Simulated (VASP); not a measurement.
Set up this calculation in VASP 6.6.1, as the native input.

| Quantity | Value |
| --- | --- |
| Task | single point |
| Functional | r2SCAN |
| Potentials or basis | VASP PAW PBE potentials, release 64 (Mg) |
| Cutoff | 520 eV |
| k mesh | 9 × 9 × 4 |
| Occupations | gaussian, width 0.1 eV |
| Spin | no spin polarisation |
| Dipole correction | no |
| Further INCAR settings | ALGO = Normal; EDIFF = 1e-06; NBANDS = 9 |

The system is Mg.

```
CELL_PARAMETERS angstrom
2.89637 0.00000 0.00000
-1.44818 2.50833 0.00000
0.00000 0.00000 4.71364
ATOMIC_POSITIONS crystal
Mg 0.33333 0.66667 0.25000
Mg 0.66667 0.33333 0.75000
```

The input as run:

POSCAR

```
Mg
1.0
    2.8963655037      0.0000000000      0.0000000000
   -1.4481827518      2.5083261048      0.0000000000
    0.0000000000      0.0000000000      4.7136383529
Mg
2
Direct
    0.3333333333      0.6666666667      0.2500000000
    0.6666666667      0.3333333333      0.7500000000
```

INCAR.step1

```
SYSTEM = Mg
ALGO = Normal
EDIFF = 1E-4
ENCUT = 520
GGA = PE
ISMEAR = 0
LASPH = .True.
LCHARG = .False.
LREAL = .False.
LWAVE = .True.
NBANDS = 9
NELM = 80
PREC = Accurate
SIGMA = 0.1
```

INCAR.step2

```
SYSTEM = Mg
ALGO = Normal
EDIFF = 1E-6
ENCUT = 520
ISIF = 2
ISMEAR = 0
ISTART = 1
LASPH = .True.
LCHARG = .True.
LELF = .True.
LMIXTAU = .True.
LREAL = .False.
LVHAR = .True.
LWAVE = .False.
METAGGA = R2SCAN
NBANDS = 9
NELM = 80
PREC = Accurate
SIGMA = 0.1
```

KPOINTS

```
k-points
0
Gamma
  9 9 4
  0 0 0
```

Potentials or basis: VASP PAW PBE potentials, release 64 (Mg).

Run with:

```console
$ cat potpaw_PBE.64/Mg/POTCAR > POTCAR
$ cp INCAR.step1 INCAR
$ mpirun -np 1 vasp_std > vasp.out
$ cp INCAR.step2 INCAR
$ mpirun -np 1 vasp_std > vasp.out
```

It gave:

```json
{
  "Pressure": "18.4 GPa",
  "Band gap on the k mesh": "zero (bands 2 and 3 overlap by 2.15 eV)"
}
```

Caveat: the cell stands under pressure; the PAW data sets were made with another functional, which shifts forces and pressure a little.

Run time: 50 s on 1 thread of Oxide Virtual Turin-like Processor, on a shared host, peak memory 0.13 GiB.
